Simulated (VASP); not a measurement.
Write the native input for VASP 6.6.1 that does the following.

- Task: single point
- Functional: PBE
- Potentials or basis: VASP PAW PBE potentials, release 64 (Cu)
- Cutoff: 600 eV
- k mesh: 17 × 17 × 17
- Occupations: fermi-dirac, width 0.03 eV
- Spin: no spin polarisation
- Dipole correction: no
- Further INCAR settings: ALGO = Normal; EDIFF = 1e-06; NBANDS = 12

The structure of Cu lies in POSCAR:

```
Cu
1.0
    0.0000000000      1.7809826704      1.8617250000
    1.7809826704      0.0000000000      1.8617250000
    1.7809826704      1.7809826704      0.0000000000
Cu
1
Direct
    0.0000000000      0.0000000000      0.0000000000
```

This cell differs from its parent crystal: z stretched by +3 % at fixed volume.

The input as run:

INCAR

```
  PREC = Accurate
  ENCUT = 600
  EDIFF = 1E-6
  ISMEAR = -1
  SIGMA = 0.03
  LREAL = F
  LASPH = T
  NELM = 120
  ALGO = Normal
  ISIF = 2
  LWAVE = F
  LCHARG = F
  GGA = PE
  NBANDS = 12
  GGA_COMPAT = F
```

KPOINTS

```
regular mesh
0
Gamma
  17 17 17
```

Potentials or basis: VASP PAW PBE potentials, release 64 (Cu).

Launch:

```console
$ cat potpaw_PBE.64/Cu/POTCAR > POTCAR
$ mpirun -np 1 vasp_std > vasp.out
```

Results of the run:

| Item | Value |
| --- | --- |
| Pressure | 2.3 GPa |
| Band gap on the k mesh | zero (an odd number of electrons rules out a gap without spin polarisation) |

It took 70 s on 1 thread of AMD EPYC 7R13, with other jobs on the host, peak memory 0.19 GiB.
